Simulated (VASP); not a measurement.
# CoSi2 (fluorite type) (Fm-3m) in VASP: notebook

The runs below take CoSi2 (fluorite type) through single point, with LDA.

Program: VASP 6.6.1. These are calculated values, not measurements. Logs are shortened: lines on timing, memory, paths and dates and some standing lists are left out, and cuts for length are marked.

**1. The cell of the first run**

Symmetry: Fm-3m, No. 225, cubic system. The conventional cell has a = 5.054 Å, b = 5.054 Å, c = 5.054 Å, α = 90.00°, β = 90.00°, γ = 90.00°. Co (site symmetry m-3m) has 8 Si at 2.19 Å within 2.9 Å. Si (site symmetry -43m) has 4 Co at 2.19 Å and 6 Si at 2.53 Å within 2.9 Å.

**2. Single point, LDA (volume scaled by 0.88)**

Input file INCAR:

```
ALGO = Normal
EDIFF = 1E-7
ENCUT = 520
ISIF = 2
ISMEAR = -1
LASPH = T
LCHARG = F
LREAL = F
LWAVE = F
NBANDS = 16
NELM = 100
PREC = Accurate
SIGMA = 0.1
```

Input file KPOINTS:

```
k-points
0
Gamma
  10 10 10
```

Input file POSCAR:

```
CoSi2
1.0
    0.0000000000      2.5272363715      2.5272363715
    2.5272363715      0.0000000000      2.5272363715
    2.5272363715      2.5272363715      0.0000000000
Co Si
1 2
Direct
    0.0000000000      0.0000000000      0.0000000000
    0.2500000000      0.2500000000      0.2500000000
    0.7500000000      0.7500000000      0.7500000000
```

Potentials or basis: VASP PAW LDA potentials, release 64 (Co, Si).

Command:

```
> cat potpaw_LDA.64/Co/POTCAR potpaw_LDA.64/Si/POTCAR > POTCAR
> mpirun -np 1 vasp_std > vasp.out
```

OUTCAR:

```text
EDIFF = 1E-7
   ENCUT = 520
   ISIF = 2
   ISMEAR = -1
   LASPH = T
   LREAL = F
   NELM = 100
   PREC = Accurate

 ion  position               nearest neighbor table
   1  0.000  0.000  0.000-   3 2.19   3 2.19   3 2.19   2 2.19   3 2.19   2 2.19   2 2.19   2 2.19

   2  0.250  0.250  0.250-   1 2.19   1 2.19   1 2.19   1 2.19   3 2.53   3 2.53   3 2.53   3 2.53
                             3 2.53   3 2.53
   3  0.750  0.750  0.750-   1 2.19   1 2.19   1 2.19   1 2.19   2 2.53   2 2.53   2 2.53   2 2.53
                             2 2.53   2 2.53

  LATTYP: Found a face centered cubic cell.
 ALAT       =     5.0544727430

  Lattice vectors:

 A1 = (   0.0000000000,   2.5272363715,   2.5272363715)
 A2 = (   2.5272363715,   0.0000000000,   2.5272363715)
 A3 = (   2.5272363715,   2.5272363715,   0.0000000000)

Analysis of symmetry for initial positions (statically):
=====================================================================
 Subroutine PRICEL returns:
 Original cell was already a primitive cell.

 Routine SETGRP: Setting up the symmetry group for a
 face centered cubic supercell.

 Subroutine GETGRP returns: Found 48 space group operations
 (whereof 48 operations were pure point group operations)
 out of a pool of 48 trial point group operations.

The static configuration has the point symmetry O_h .

Analysis of symmetry for dynamics (positions and initial velocities):
=====================================================================
 Subroutine PRICEL returns:
 Original cell was already a primitive cell.

 Routine SETGRP: Setting up the symmetry group for a
 face centered cubic supercell.

 Subroutine GETGRP returns: Found 48 space group operations
 (whereof 48 operations were pure point group operations)
 out of a pool of 48 trial point group operations.

The dynamic configuration has the point symmetry O_h .

 Subroutine INISYM returns: Found 48 space group operations
 (whereof 48 operations are pure point group operations),
 and found     1 'primitive' translations

----------------------------------------------------------------------------------------

                                     Primitive cell

  volume of cell :      32.2825

  direct lattice vectors                    reciprocal lattice vectors
     0.000000000  2.527236371  2.527236371    -0.197844573  0.197844573  0.197844573
     2.527236371  0.000000000  2.527236371     0.197844573 -0.197844573  0.197844573
     2.527236371  2.527236371  0.000000000     0.197844573  0.197844573 -0.197844573

  length of vectors
     3.574051952  3.574051952  3.574051952     0.342676852  0.342676852  0.342676852

  position of ions in fractional coordinates (direct lattice)
     0.000000000  0.000000000  0.000000000
     0.250000000  0.250000000  0.250000000
     0.750000000  0.750000000  0.750000000

  ion indices of the primitive-cell ions
   primitive index   ion index
                 1           1
                 2           2
                 3           3

----------------------------------------------------------------------------------------

 KPOINTS: k-points

Automatic generation of k-mesh.
 Grid dimensions read from file:
 generate k-points for:   10   10   10

 Generating k-lattice:

  Cartesian coordinates                     Fractional coordinates (reciprocal lattice)
    -0.019784457  0.019784457  0.019784457     0.100000000  0.000000000  0.000000000
     0.019784457 -0.019784457  0.019784457     0.000000000  0.100000000  0.000000000
     0.019784457  0.019784457 -0.019784457     0.000000000  0.000000000  0.100000000

  Length of vectors
     0.034267685  0.034267685  0.034267685

  Shift w.r.t. Gamma in fractional coordinates (k-lattice)
     0.000000000  0.000000000  0.000000000

 Subroutine IBZKPT returns following result:
 ===========================================

 Found     47 irreducible k-points:

 Following reciprocal coordinates:
            Coordinates               Weight
  0.000000  0.000000  0.000000      1.000000
  0.100000  0.000000  0.000000      8.000000
  0.200000  0.000000  0.000000      8.000000
  0.300000  0.000000  0.000000      8.000000
  0.400000  0.000000  0.000000      8.000000
  0.500000  0.000000  0.000000      4.000000
[... 16 lines left out ...]
  0.300000  0.300000  0.000000      6.000000
  0.400000  0.300000  0.000000     24.000000
 [... further k-points ...]
   k-points           NKPTS =     47   k-points in BZ     NKDIM =     47   number of bands    NBANDS=     16
   number of dos      NEDOS =    301   number of ions     NIONS =      3
   total plane-waves  NPLWV =  21952
   dimension x,y,z NGX =    28 NGY =   28 NGZ =   28
   dimension x,y,z NGXF=    56 NGYF=   56 NGZF=   56
   ions per type =               1   2
   NGX,Y,Z   is equivalent  to a cutoff of  13.02, 13.02, 13.02 a.u.
   NGXF,Y,Z  is equivalent  to a cutoff of  26.05, 26.05, 26.05 a.u.
 SYSTEM =  unknown system
   PREC   = accura    normal or accurate (medium, high low for compatibility)
   ISTART =      0    job   : 0-new  1-cont  2-samecut
   ICHARG =      2    charge: 1-file 2-atom 10-const
   ISPIN  =      1    spin polarized calculation?
   LNONCOLLINEAR =      F non collinear calculations
   LSORBIT =      F    spin-orbit coupling
   LASPH  =      T    aspherical Exc in radial PAW
   ENCUT  =  520.0 eV  38.22 Ry    6.18 a.u.   6.65  6.65  6.65*2*pi/ulx,y,z
   NELM   =    100;   NELMIN=  2; NELMDL= -5     # of ELM steps
   EDIFF  = 0.1E-06   stopping-criterion for ELM
   LREAL  =      F    real-space projection
   EDIFFG = 0.1E-05   stopping-criterion for IOM
   NSW    =      0    number of steps for IOM
   IBRION =     -1    ionic relax: 0-MD 1-quasi-New 2-CG
   NFREE  =      0    steps in history (QN), initial steepest desc. (CG)
   ISIF   =      2    stress and relaxation
   ISYM   =      2    0-nonsym 1-usesym 2-fastsym
   POTIM  = 0.5000    time-step for ionic-motion
   TEBEG  =    0.0;   TEEND  =   0.0 temperature during run
   PSTRESS=    0.0 pullay stress
   NELECT =      17.0000    total number of electrons
   NUPDOWN=      -1.0000    fix difference up-down
   EMIN   =  10.00;   EMAX   =-10.00  energy-range for DOS
   EFERMI =   0.00;   METHOD = LEGACY
   ISMEAR =    -1;   SIGMA  =   0.10  broadening in eV -4-tet -1-fermi 0-gaus
   EFERMI_NEDOS =   21; number of points for ismear=-14 and -15
   IALGO  =     38    algorithm
   IMIX   =      4    mixing-type and parameters
     AMIX     =   0.40;   BMIX     =  1.00
     AMIX_MAG =   1.60;   BMIX_MAG =  1.00
  volume/ion in A,a.u.               =      10.76        72.62
  Fermi-wavevector in a.u.,A,eV,Ry     =   1.322012  2.498240 23.779103  1.747715
  Thomas-Fermi vector in A             =   2.451724
   LORBIT       =      0    0 simple, 1 ext, 2 COOP (PROOUT), +10 PAW based schemes
   GGA     = CA    functional components
   LHFCALC =     F    Hartree Fock is set to
   AEXX    =    0.0000 exact exchange contribution
   IVDW    =     0    specifies the selected vdW correction
   LEPSILON=     F    determine dielectric tensor
   LRPA    =     F    only Hartree local field effects (RPA)
 non-spin polarized calculation
  energy-cutoff  :      520.00
  volume of cell :       32.28
 maximum number of plane-waves:       893
   NGX = 13   NGY = 13   NGZ = 13

 number of electron      17.0000003 magnetization

 Free energy of the ion-electron system (eV)
  ---------------------------------------------------
  ext. energy  EPLUGINS =         0.00000000
  ---------------------------------------------------
  free energy    TOTEN  =       -21.51168921 eV

  energy without entropy =      -21.48323562  energy(sigma->0) =      -21.49746241

 E-fermi :  12.5619     XC(G=0): -12.7197

 val. band max:       12.4786154276   @ k =   0.4000   0.0000   0.0000
 cond. band min:      12.5824502677   @ k =  -0.2000   0.3000   0.1000
 fundamental gap:      0.1038348400
 Fermi energy:        12.5619072179

 k-point     1 :       0.0000    0.0000    0.0000
  band No.  band energies     occupation
      1      -1.9377      2.00000
      2       7.5964      2.00000
      3       7.5964      2.00000
      4       7.5964      2.00000
      5       9.9675      2.00000
      6       9.9675      2.00000
[... 8 lines left out ...]
     15      19.0147      0.00000
     16      19.0147      0.00000

 k-point     2 :       0.1000    0.0000    0.0000
  band No.  band energies     occupation
      1      -1.7649      2.00000
      2       7.2938      2.00000
      3       7.6584      2.00000
      4       7.6584      2.00000
      5       9.9147      2.00000
      6       9.9147      2.00000
[... 8 lines left out ...]
     15      18.3545      0.00000
     16      18.8999      0.00000

 k-point     3 :       0.2000    0.0000    0.0000
  band No.  band energies     occupation
      1      -1.2516      2.00000
      2       6.4439      2.00000
      3       7.8155      2.00000
      4       7.8155      2.00000
      5       9.8254      2.00000
      6       9.8254      2.00000
[... 8 lines left out ...]
     15      18.9596      0.00000
     16      20.4007      0.00000

 k-point     4 :       0.3000    0.0000    0.0000
  band No.  band energies     occupation
      1      -0.4157      2.00000
      2       5.1705      2.00000
      3       7.9803      2.00000
      4       7.9803      2.00000
      5       9.8622      2.00000
      6       9.8622      2.00000
[... 8 lines left out ...]
     15      20.5914      0.00000
     16      22.0020      0.00000

 k-point     5 :       0.4000    0.0000    0.0000
  band No.  band energies     occupation
      1       0.7048      2.00000
      2       3.6722      2.00000
      3       8.0647      2.00000
      4       8.0647      2.00000
      5      10.1098      2.00000
      6      10.1239      2.00000
[... 8 lines left out ...]
     15      22.4231      0.00000
     16      23.7151      0.00000

 k-point     6 :       0.5000    0.0000    0.0000
  band No.  band energies     occupation
      1       1.8083      2.00000
      2       2.4201      2.00000
      3       8.0816      2.00000
      4       8.0816      2.00000
      5       9.8771      2.00000
      6      10.3514      2.00000
[... 8 lines left out ...]
     15      23.7299      0.00000
     16      25.0311      0.00000

 k-point     7 :       0.1000    0.1000    0.0000
  band No.  band energies     occupation
      1      -1.7072      2.00000
      2       7.3292      2.00000
      3       7.6222      2.00000
      4       7.6222      2.00000
      5       9.7358      2.00000
      6      10.0365      2.00000
[... 8 lines left out ...]
     15      19.3116      0.00000
     16      19.3116      0.00000

 k-point     8 :       0.2000    0.1000    0.0000
  band No.  band energies     occupation
      1      -1.3073      2.00000
      2       6.7498      2.00000
      3       7.7015      2.00000
      4       7.7649      2.00000
      5       9.4852      2.00000
      6      10.0731      2.00000
[... 8 lines left out ...]
     15      19.8689      0.00000
     16      20.3962      0.00000

 k-point     9 :       0.3000    0.1000    0.0000
  band No.  band energies     occupation
      1      -0.5784      2.00000
      2       5.6773      2.00000
      3       7.8440      2.00000
      4       7.9335      2.00000
      5       9.3449      2.00000
      6      10.1346      2.00000
[... 8 lines left out ...]
     15      21.4127      0.00000
     16      22.2038      0.00000
[... 172 lines left out ...]
 k-point    19 :       0.5000    0.2000    0.0000
  band No.  band energies     occupation
      1       1.6938      2.00000
      2       3.6113      2.00000
      3       7.1713      2.00000
      4       8.1757      2.00000
      5       8.6513      2.00000
      6      10.0907      2.00000
[... 8 lines left out ...]
     15      24.1225      0.00000
     16      25.1560      0.00000

 k-point    20 :      -0.4000    0.2000    0.0000
  band No.  band energies     occupation
      1       2.1119      2.00000
      2       3.1454      2.00000
      3       6.8576      2.00000
      4       8.3858      2.00000
      5       8.9180      2.00000
      6       9.7325      2.00000
[... 8 lines left out ...]
     15      22.2824      0.00000
     16      23.0151      0.00000

 k-point    21 :      -0.3000    0.2000    0.0000
  band No.  band energies     occupation
      1       0.8788      2.00000
      2       4.4783      2.00000
      3       6.7904      2.00000
      4       8.5913      2.00000
      5       9.2027      2.00000
      6       9.5221      2.00000
[... 8 lines left out ...]
     15      21.2478      0.00000
     16      23.4295      0.00000

 k-point    22 :      -0.2000    0.2000    0.0000
  band No.  band energies     occupation
      1      -0.1372      2.00000
      2       5.4917      2.00000
      3       7.1012      2.00000
      4       8.4321      2.00000
      5       9.1730      2.00000
      6      10.2541      2.00000
[... 8 lines left out ...]
     15      21.0736      0.00000
     16      23.3326      0.00000

 k-point    23 :       0.3000    0.3000    0.0000
  band No.  band energies     occupation
      1       0.0923      2.00000
      2       6.0985      2.00000
      3       7.6453      2.00000
      4       7.9175      2.00000
      5       7.9175      2.00000
      6      10.4635      2.00000
[... 8 lines left out ...]
     15      21.4487      0.00000
     16      24.0484      0.00000

 k-point    24 :       0.4000    0.3000    0.0000
  band No.  band energies     occupation
      1       0.8986      2.00000
      2       5.5579      2.00000
      3       6.7825      2.00000
      4       8.0764      2.00000
      5       8.0769      2.00000
      6      10.3174      2.00000
[... 8 lines left out ...]
     15      23.3250      0.00000
     16      25.5666      0.00000

 [... further k-points ...]

------------------------ aborting loop because EDIFF is reached ----------------------------------------

  FORCE on cell =-STRESS in cart. coord.  units (eV):
  Direction    XX          YY          ZZ          XY          YZ          ZX
  --------------------------------------------------------------------------------------
  -------------------------------------------------------------------------------------
  Total        7.0466620      7.0466620      7.0466620      0.0000000      0.0000000     -0.0000000
  in kB      349.7248079    349.7248079    349.7248079      0.0000000      0.0000000     -0.0000000
  external PRESSURE =     349.7248079 kB  Pullay stress =       0.0000000 kB

 VOLUME and BASIS-vectors are now :
 -----------------------------------------------------------------------------
  energy-cutoff  :      520.00
  volume of cell :       32.28
      direct lattice vectors                 reciprocal lattice vectors
     0.000000000  2.527236371  2.527236371    -0.197844573  0.197844573  0.197844573
     2.527236371  0.000000000  2.527236371     0.197844573 -0.197844573  0.197844573
     2.527236371  2.527236371  0.000000000     0.197844573  0.197844573 -0.197844573

 POSITION                                       TOTAL-FORCE (eV/Angst)
 -----------------------------------------------------------------------------------
      0.00000      0.00000      0.00000         0.000000     -0.000000      0.000000
      1.26362      1.26362      1.26362        -0.000000     -0.000000      0.000000
      3.79085      3.79085      3.79085         0.000000      0.000000     -0.000000
 -----------------------------------------------------------------------------------
    total drift:                               -0.000000     -0.000000      0.000000

  FREE ENERGIE OF THE ION-ELECTRON SYSTEM (eV)
  ---------------------------------------------------
  free  energy   TOTEN  =       -21.5116892057 eV

  energy  without entropy=      -21.4832356188  energy(sigma->0) =      -21.49746241
```

It took 25 s on 1 thread of AMD EPYC 7R13 (Zen 3), shared host; peak memory 0.12 GiB.

Results:

```yaml
Free_energy: -21.5117 eV
Pressure: 35.0 GPa
```

 Spin polarisation is off, so any magnetic state and its effect on volume and gap are missing.

(Part 1 of 2 ends here.)
